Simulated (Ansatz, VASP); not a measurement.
## One calculation of Bi, two programs

```
Bi
1.0
     2.26226    1.30612    3.88429
    -2.26226    1.30612    3.88429
     0.00000   -2.61223    3.88429
Bi
2
Direct
  0.23670 0.23670 0.23670
  0.76330 0.76330 0.76330
```

Alike in both runs: functional PBEsol; k mesh 12 × 12 × 12; occupations gaussian, width 0.1 eV; no spin polarisation.

Ansatz relaxed the structure, and its values are those at the end. VASP's run is a single point on that final structure, the one shown.

|  | VASP | Ansatz |
| --- | --- | --- |
| version | VASP 6.6.1 | Ansatz 0.2.0 |
| potentials or method | VASP PAW PBE potentials, release 64 (Bi_d), cutoff 520 eV | scalar-relativistic, plane waves, PAW |
| valence electrons in the cell | 30 | 30 |

|  | VASP | Ansatz | Ansatz less VASP |
| --- | --- | --- | --- |
| gap on the k mesh at the Fermi level (eV) | none | none | - |
| pressure (GPa) | -0.1 | 0.0 | +0.07 |

VASP's potentials were made for PBE, not for PBEsol. A gap of «none» marks a metal or a gap that the smearing closes.

Spin-orbit coupling is off throughout.
